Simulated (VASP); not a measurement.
Wanted: the native input for a VASP 6.6.1 run.

- Task: single point
- Functional: PBE
- Potentials or basis: VASP PAW PBE potentials, release 64 (Gd, N)
- Cutoff: 520 eV
- k mesh: 5 × 5 × 7
- Occupations: gaussian, width 0.1 eV
- Spin: collinear spin
- Starting moments: [7.63, -0.16] μB
- Hubbard terms: Gd f U = 6.0 eV
- Dipole correction: no
- Further INCAR settings: ALGO = Normal; EDIFF = 1e-06; NBANDS = 22; ISYM = 0

The structure of GdN lies in POSCAR:

```
GdN
1.0
    3.5369293771      0.0000000000      0.0000000000
    0.0000000000      3.5369293771      0.0000000000
    1.7684646886      1.7684646886      2.5009867471
Gd N
1 1
Direct
    0.5000000000      0.5000000000      0.0000000000
    0.0000000000      0.0000000000      0.0000000000
```

One way to write it, as run:

INCAR

```
PREC = Accurate
ENCUT = 520
EDIFF = 1E-6
ISMEAR = 0
SIGMA = 0.1
LREAL = F
LASPH = T
NELM = 150
ALGO = Normal
ISIF = 2
LWAVE = F
LCHARG = F
ISPIN = 2
MAGMOM = 7.63 -0.16
LORBIT = 11
LMAXMIX = 6
LDAU = T
LDAUTYPE = 2
LDAUL = 3 -1
LDAUU = 6 0
LDAUJ = 0 0
LDAUPRINT = 1
GGA = PE
ISYM = 0
NBANDS = 22
```

KPOINTS

```
Automatic mesh
0
Gamma
  5 5 7
```

Potentials or basis: VASP PAW PBE potentials, release 64 (Gd, N).

Command:

```sh
$ cat potpaw_PBE.64/Gd/POTCAR potpaw_PBE.64/N/POTCAR > POTCAR
$ mpirun -np 1 vasp_std > vasp.out
```

It gave:

| Item | Value |
| --- | --- |
| Pressure | 0.3 GPa |
| Band gap on the k mesh | zero (filled and empty bands overlap) |
| Net moment | 7.00 μB per cell |
| Site moments | Gd +6.88; N -0.12 μB |
| Valence electrons inside the program's atomic spheres | Gd 15.21; N 3.63 |

Caveat: the k points lie up to 0.37 Å⁻¹ apart; spin-orbit coupling is left out, which moves the levels of the heavy elements; a cell with one magnetic atom can't hold antiferromagnetic order, which such compounds often take.

It took 3.4 min on 1 thread of Intel(R) Xeon(R) Platinum 8259CL CPU @ 2.50GHz (Skylake/Cascade Lake), with other jobs on the host, peak memory 0.25 GiB.
